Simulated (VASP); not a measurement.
# MgO (Periclase) (Fm-3m) in VASP: settings compared

The runs below take MgO (Periclase) through relaxation of cell and atoms, single point, with PBE, PBEsol, LDA.

Program: VASP 6.6.1. These are calculated values, not measurements. Logs are shortened: lines on timing, memory, paths and dates and some standing lists are left out, and cuts for length are marked.

### Step 1. The cell of the first run

It takes space group Fm-3m (No. 225, cubic). The conventional cell has a = 4.217 Å, b = 4.217 Å, c = 4.217 Å, α = 90.00°, β = 90.00°, γ = 90.00°. Within 2.8 Å of Mg (site symmetry m-3m) lie 6 O at 2.11 Å. O (site symmetry m-3m) has 6 Mg at 2.11 Å within 2.8 Å.

### Step 2. Relaxation of cell and atoms, PBE

INCAR

```
SYSTEM = MgO
ALGO     = Normal         ! electronic algorithm
EDIFF    = 1E-6           ! SCF threshold, eV
EDIFFG   = -0.005         ! ionic threshold
ENCUT    = 600            ! plane-wave cutoff, eV
GGA      = PE             ! functional
IBRION   = 2              ! ionic algorithm
ISIF     = 3              ! what is computed and relaxed
ISMEAR   = -1             ! smearing method
LASPH    = .True.         ! aspherical terms in the spheres
LCHARG   = .False.        ! write CHGCAR
LREAL    = .False.        ! projectors in reciprocal space
LWAVE    = .False.        ! write WAVECAR
NELM     = 60             ! most SCF steps
NSW      = 80             ! ionic steps
PREC     = Accurate       ! precision mode
SIGMA    = 0.02           ! smearing width, eV
```

KPOINTS

```
k-points
0
Gamma
  10 10 10
  0 0 0
```

POSCAR

```
MgO
1.0
    0.0000000000      2.1085000000      2.1085000000
    2.1085000000      0.0000000000      2.1085000000
    2.1085000000      2.1085000000      0.0000000000
Mg O
1 1
Direct
    0.0000000000      0.0000000000      0.0000000000
    0.5000000000      0.5000000000      0.5000000000
```

Potentials or basis: VASP PAW PBE potentials, release 64 (Mg, O).

On the command line:

```sh
$ cat potpaw_PBE.64/Mg/POTCAR potpaw_PBE.64/O/POTCAR > POTCAR
$ mpirun -np 1 vasp_std > vasp.out
```

OUTCAR:

```text
SYSTEM = MgO
   EDIFF = 1E-6
   EDIFFG = -0.005
   ENCUT = 600
   GGA = PE
   IBRION = 2
   ISIF = 3
   ISMEAR = -1
   LASPH = .True.
   LREAL = .False.
   NELM = 60
   NSW = 80
   PREC = Accurate

 ion  position               nearest neighbor table
   1  0.000  0.000  0.000-   2 2.11   2 2.11   2 2.11   2 2.11   2 2.11   2 2.11
   2  0.500  0.500  0.500-   1 2.11   1 2.11   1 2.11   1 2.11   1 2.11   1 2.11

  LATTYP: Found a face centered cubic cell.
 ALAT       =     4.2170000000

  Lattice vectors:

 A1 = (   0.0000000000,   2.1085000000,   2.1085000000)
 A2 = (   2.1085000000,   0.0000000000,   2.1085000000)
 A3 = (   2.1085000000,   2.1085000000,   0.0000000000)

Analysis of symmetry for initial positions (statically):
=====================================================================
 Subroutine PRICEL returns:
 Original cell was already a primitive cell.

 Routine SETGRP: Setting up the symmetry group for a
 face centered cubic supercell.

 Subroutine GETGRP returns: Found 48 space group operations
 (whereof 48 operations were pure point group operations)
 out of a pool of 48 trial point group operations.

The static configuration has the point symmetry O_h .

Analysis of symmetry for dynamics (positions and initial velocities):
=====================================================================
 Subroutine PRICEL returns:
 Original cell was already a primitive cell.

 Routine SETGRP: Setting up the symmetry group for a
 face centered cubic supercell.

 Subroutine GETGRP returns: Found 48 space group operations
 (whereof 48 operations were pure point group operations)
 out of a pool of 48 trial point group operations.

The dynamic configuration has the point symmetry O_h .

 Subroutine INISYM returns: Found 48 space group operations
 (whereof 48 operations are pure point group operations),
 and found     1 'primitive' translations

----------------------------------------------------------------------------------------

                                     Primitive cell

  volume of cell :      18.7478

  direct lattice vectors                    reciprocal lattice vectors
     0.000000000  2.108500000  2.108500000    -0.237135404  0.237135404  0.237135404
     2.108500000  0.000000000  2.108500000     0.237135404 -0.237135404  0.237135404
     2.108500000  2.108500000  0.000000000     0.237135404  0.237135404 -0.237135404

  length of vectors
     2.981869296  2.981869296  2.981869296     0.410730569  0.410730569  0.410730569

  position of ions in fractional coordinates (direct lattice)
     0.000000000  0.000000000  0.000000000
     0.500000000  0.500000000  0.500000000

  ion indices of the primitive-cell ions
   primitive index   ion index
                 1           1
                 2           2

----------------------------------------------------------------------------------------

 KPOINTS: k-points

Automatic generation of k-mesh.
 Grid dimensions read from file:
 generate k-points for:   10   10   10

 Generating k-lattice:

  Cartesian coordinates                     Fractional coordinates (reciprocal lattice)
    -0.023713540  0.023713540  0.023713540     0.100000000  0.000000000  0.000000000
     0.023713540 -0.023713540  0.023713540     0.000000000  0.100000000  0.000000000
     0.023713540  0.023713540 -0.023713540     0.000000000  0.000000000  0.100000000

  Length of vectors
     0.041073057  0.041073057  0.041073057

  Shift w.r.t. Gamma in fractional coordinates (k-lattice)
     0.000000000  0.000000000  0.000000000

 Subroutine IBZKPT returns following result:
 ===========================================

 Found     47 irreducible k-points:

 Following reciprocal coordinates:
            Coordinates               Weight
  0.000000  0.000000  0.000000      1.000000
  0.100000  0.000000  0.000000      8.000000
  0.200000  0.000000  0.000000      8.000000
  0.300000  0.000000  0.000000      8.000000
  0.400000  0.000000  0.000000      8.000000
  0.500000  0.000000  0.000000      4.000000
[... 16 lines left out ...]
  0.300000  0.300000  0.000000      6.000000
  0.400000  0.300000  0.000000     24.000000
 [... further k-points ...]
   k-points           NKPTS =     47   k-points in BZ     NKDIM =     47   number of bands    NBANDS=      8
   number of dos      NEDOS =    301   number of ions     NIONS =      2
   total plane-waves  NPLWV =  13824
   dimension x,y,z NGX =    24 NGY =   24 NGZ =   24
   dimension x,y,z NGXF=    48 NGYF=   48 NGZF=   48
   ions per type =               1   1
   NGX,Y,Z   is equivalent  to a cutoff of  13.38, 13.38, 13.38 a.u.
   NGXF,Y,Z  is equivalent  to a cutoff of  26.76, 26.76, 26.76 a.u.
 SYSTEM =  MgO
   PREC   = accura    normal or accurate (medium, high low for compatibility)
   ISTART =      0    job   : 0-new  1-cont  2-samecut
   ICHARG =      2    charge: 1-file 2-atom 10-const
   ISPIN  =      1    spin polarized calculation?
   LNONCOLLINEAR =      F non collinear calculations
   LSORBIT =      F    spin-orbit coupling
   LASPH  =      T    aspherical Exc in radial PAW
   ENCUT  =  600.0 eV  44.10 Ry    6.64 a.u.   5.96  5.96  5.96*2*pi/ulx,y,z
   NELM   =     60;   NELMIN=  2; NELMDL= -5     # of ELM steps
   EDIFF  = 0.1E-05   stopping-criterion for ELM
   LREAL  =      F    real-space projection
   EDIFFG = -.5E-02   stopping-criterion for IOM
   NSW    =     80    number of steps for IOM
   IBRION =      2    ionic relax: 0-MD 1-quasi-New 2-CG
   NFREE  =      1    steps in history (QN), initial steepest desc. (CG)
   ISIF   =      3    stress and relaxation
   ISYM   =      2    0-nonsym 1-usesym 2-fastsym
   POTIM  = 0.5000    time-step for ionic-motion
   TEBEG  =    0.0;   TEEND  =   0.0 temperature during run
   PSTRESS=    0.0 pullay stress
   NELECT =       8.0000    total number of electrons
   NUPDOWN=      -1.0000    fix difference up-down
   EMIN   =  10.00;   EMAX   =-10.00  energy-range for DOS
   EFERMI =   0.00;   METHOD = LEGACY
   ISMEAR =    -1;   SIGMA  =   0.02  broadening in eV -4-tet -1-fermi 0-gaus
   EFERMI_NEDOS =   21; number of points for ismear=-14 and -15
   IALGO  =     38    algorithm
   IMIX   =      4    mixing-type and parameters
     AMIX     =   0.40;   BMIX     =  1.00
     AMIX_MAG =   1.60;   BMIX_MAG =  1.00
  volume/ion in A,a.u.               =       9.37        63.26
  Fermi-wavevector in a.u.,A,eV,Ry     =   1.232503  2.329092 20.668107  1.519063
  Thomas-Fermi vector in A             =   2.367270
   LORBIT       =      0    0 simple, 1 ext, 2 COOP (PROOUT), +10 PAW based schemes
   GGA     = PE    functional components
   LHFCALC =     F    Hartree Fock is set to
   AEXX    =    0.0000 exact exchange contribution
   IVDW    =     0    specifies the selected vdW correction
   LEPSILON=     F    determine dielectric tensor
   LRPA    =     F    only Hartree local field effects (RPA)
 conjugate gradient relaxation of ions
 non-spin polarized calculation
  energy-cutoff  :      600.00
  volume of cell :       18.75
 maximum number of plane-waves:       636
   NGX = 11   NGY = 11   NGZ = 11

--------------------------------------- Ionic step        1  -------------------------------------------

 number of electron       8.0000005 magnetization

 Free energy of the ion-electron system (eV)
  ---------------------------------------------------
  ext. energy  EPLUGINS =         0.00000000
  ---------------------------------------------------
  free energy    TOTEN  =       -11.91055224 eV

  energy without entropy =      -11.91055224  energy(sigma->0) =      -11.91055224

------------------------ aborting loop because EDIFF is reached ----------------------------------------

  FORCE on cell =-STRESS in cart. coord.  units (eV):
  Direction    XX          YY          ZZ          XY          YZ          ZX
  --------------------------------------------------------------------------------------
  -------------------------------------------------------------------------------------
  Total        0.3611754      0.3611754      0.3611754     -0.0000000      0.0000000     -0.0000000
  in kB       30.8658313     30.8658313     30.8658313     -0.0000000      0.0000000     -0.0000000
  external PRESSURE =      30.8658313 kB  Pullay stress =       0.0000000 kB

 VOLUME and BASIS-vectors are now :
 -----------------------------------------------------------------------------
  energy-cutoff  :      600.00
  volume of cell :       18.75
      direct lattice vectors                 reciprocal lattice vectors
     0.000000000  2.108500000  2.108500000    -0.237135404  0.237135404  0.237135404
     2.108500000  0.000000000  2.108500000     0.237135404 -0.237135404  0.237135404
     2.108500000  2.108500000  0.000000000     0.237135404  0.237135404 -0.237135404
[... 37 lines left out ...]
 POSITION                                       TOTAL-FORCE (eV/Angst)
 -----------------------------------------------------------------------------------
      4.25374      2.12687      2.12687         0.000000     -0.000000      0.000000
      2.12687      2.12687      2.12687        -0.000000      0.000000     -0.000000
 -----------------------------------------------------------------------------------
    total drift:                               -0.000000     -0.000000      0.000000

  FREE ENERGIE OF THE ION-ELECTRON SYSTEM (eV)
  ---------------------------------------------------
  free  energy   TOTEN  =       -11.9137767191 eV

  energy  without entropy=      -11.9137767191  energy(sigma->0) =      -11.91377672

--------------------------------------- Ionic step        3  -------------------------------------------

 number of electron       8.0000004 magnetization

 Free energy of the ion-electron system (eV)
  ---------------------------------------------------
  ext. energy  EPLUGINS =         0.00000000
  ---------------------------------------------------
  free energy    TOTEN  =       -11.91413005 eV

  energy without entropy =      -11.91413005  energy(sigma->0) =      -11.91413005

 E-fermi :   3.4910     XC(G=0): -10.9683

 val. band max:        3.0121221417   @ k =   0.0000   0.0000   0.0000
 cond. band min:       7.5159900698   @ k =   0.0000   0.0000   0.0000
 fundamental gap:      4.5038679281
 Fermi energy:         3.4909533161

 k-point     1 :       0.0000    0.0000    0.0000
  band No.  band energies     occupation
      1     -14.1327      2.00000
      2       3.0121      2.00000
      3       3.0121      2.00000
      4       3.0121      2.00000
      5       7.5160      0.00000
      6      18.6818      0.00000
      7      18.6818      0.00000
      8      18.6818      0.00000

 k-point     2 :       0.1000    0.0000    0.0000
  band No.  band energies     occupation
      1     -14.0314      2.00000
      2       2.3646      2.00000
      3       2.9472      2.00000
      4       2.9472      2.00000
      5       8.1473      0.00000
      6      17.4384      0.00000
      7      18.9128      0.00000
      8      18.9128      0.00000
[... 221 lines left out ...]
 k-point    23 :       0.3000    0.3000    0.0000
  band No.  band energies     occupation
      1     -13.1840      2.00000
      2      -0.0773      2.00000
      3       2.0990      2.00000
      4       2.0990      2.00000
      5      11.6212      0.00000
      6      13.3983      0.00000
      7      17.1870      0.00000
      8      20.6664      0.00000

 k-point    24 :       0.4000    0.3000    0.0000
  band No.  band energies     occupation
      1     -12.9480      2.00000
      2      -0.4872      2.00000
      3       1.7429      2.00000
      4       1.9557      2.00000
      5      12.3581      0.00000
      6      13.1166      0.00000
      7      16.3679      0.00000
      8      20.8854      0.00000

 [... further k-points ...]
[... 5 lines left out ...]
  --------------------------------------------------------------------------------------
  -------------------------------------------------------------------------------------
  Total       -0.0009685     -0.0009685     -0.0009685      0.0000000      0.0000000      0.0000000
  in kB       -0.0811425     -0.0811425     -0.0811425      0.0000000      0.0000000      0.0000000
  external PRESSURE =      -0.0811425 kB  Pullay stress =       0.0000000 kB

 VOLUME and BASIS-vectors are now :
 -----------------------------------------------------------------------------
  energy-cutoff  :      600.00
  volume of cell :       19.12
      direct lattice vectors                 reciprocal lattice vectors
     0.000000000  2.122474500  2.122474500    -0.235574091  0.235574091  0.235574091
     2.122474500  0.000000000  2.122474500     0.235574091 -0.235574091  0.235574091
     2.122474500  2.122474500 -0.000000000     0.235574091  0.235574091 -0.235574091

 POSITION                                       TOTAL-FORCE (eV/Angst)
 -----------------------------------------------------------------------------------
      0.00000      0.00000      0.00000         0.000000      0.000000      0.000000
      2.12247      2.12247      2.12247         0.000000      0.000000     -0.000000
 -----------------------------------------------------------------------------------
    total drift:                               -0.000000     -0.000000      0.000000

  FREE ENERGIE OF THE ION-ELECTRON SYSTEM (eV)
  ---------------------------------------------------
  free  energy   TOTEN  =       -11.9141300534 eV

  energy  without entropy=      -11.9141300534  energy(sigma->0) =      -11.91413005

 reached required accuracy - stopping structural energy minimisation
```

Run time: 10 s. Hardware: 1 thread of AMD EPYC 9R45 (Zen 5), shared host; peak memory 0.12 GiB.

What came out:

```
Free energy                            : -11.9141 eV
Relaxed volume                         : 9.56 Å³/atom
Relaxed cell                           : a = 3.002 Å, b = 3.002 Å, c = 3.002 Å, α = 60.00°, β = 60.00°, γ = 60.00°
Space group after relaxing (to 0.05 Å) : Fm-3m (No. 225)
Energy gained by relaxing              : 1.8 meV/atom
Ionic steps                            : 3
Pressure after relaxing                : 0.0 GPa
Band gap on the k mesh                 : 4.50 eV, direct
```

Step by step:
```
step  energy change (eV)  largest force (eV/Å)  pressure (GPa)  volume (Å³)
   1              0.0000                0.0000            3.09        18.75
   2             -0.0032                0.0000           -0.93        19.24
   3             -0.0036                0.0000           -0.01        19.12
```

Final structure:
```
Mg O
1.0
     0.00000    2.12247    2.12247
     2.12247    0.00000    2.12247
     2.12247    2.12247    0.00000
Mg O
1 1
Direct
  0.00000 0.00000 0.00000
  0.50000 0.50000 0.50000
```

Levels at points of the mesh, in eV from the valence-band top:
| k point | band 1 | band 2 | band 3 | band 4 | band 5 | band 6 | band 7 | band 8 |
| --- | --- | --- | --- | --- | --- | --- | --- | --- |
| (0.00, 0.00, 0.00) | -17.14 | 0.00 | 0.00 | 0.00 | 4.50 | 15.67 | 15.67 | 15.67 |
| (0.50, 0.00, 0.00) | -15.92 | -4.51 | -0.63 | -0.63 | 7.75 | 12.34 | 16.07 | 16.07 |
| (0.50, 0.50, 0.00) | -15.67 | -3.99 | -1.32 | -1.32 | 9.09 | 9.72 | 12.85 | 18.62 |

(Part 1 of 2 ends here.)
